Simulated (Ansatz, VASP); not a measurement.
# Two plane-wave programs on Si3Ge

```
CELL_PARAMETERS angstrom
2.71036 0.00000 0.00000
-1.35518 2.34724 0.00000
0.00000 0.00000 10.15072
ATOMIC_POSITIONS crystal
Si 0.00000 0.00000 0.00000
Si 0.00000 0.00000 0.24431
Si 0.00000 0.00000 0.75569
Ge 0.00000 0.00000 0.50000
```

Alike in both runs: functional PBE; k mesh 18 × 18 × 6; occupations gaussian, width 0.1 eV; no spin polarisation.

Ansatz relaxed the structure, and its values are those at the end. VASP's run is a single point on that final structure, the one shown.

|  | VASP | Ansatz |
| --- | --- | --- |
| version | VASP 6.6.1 | Ansatz 0.2.0 |
| potentials or method | VASP PAW PBE potentials, release 64 (Si, Ge_d), cutoff 500 eV | scalar-relativistic, plane waves, PAW |
| valence electrons in the cell | 26 | 26 |

Ansatz gave:

* gap on the k mesh at the Fermi level (eV): none
* pressure (GPa): 0.0

Problem. What did VASP give for the same quantities?

Solution. gap on the k mesh at the Fermi level (eV): none; pressure (GPa): -0.1.

A gap of «none» marks a metal or a gap that the smearing closes.
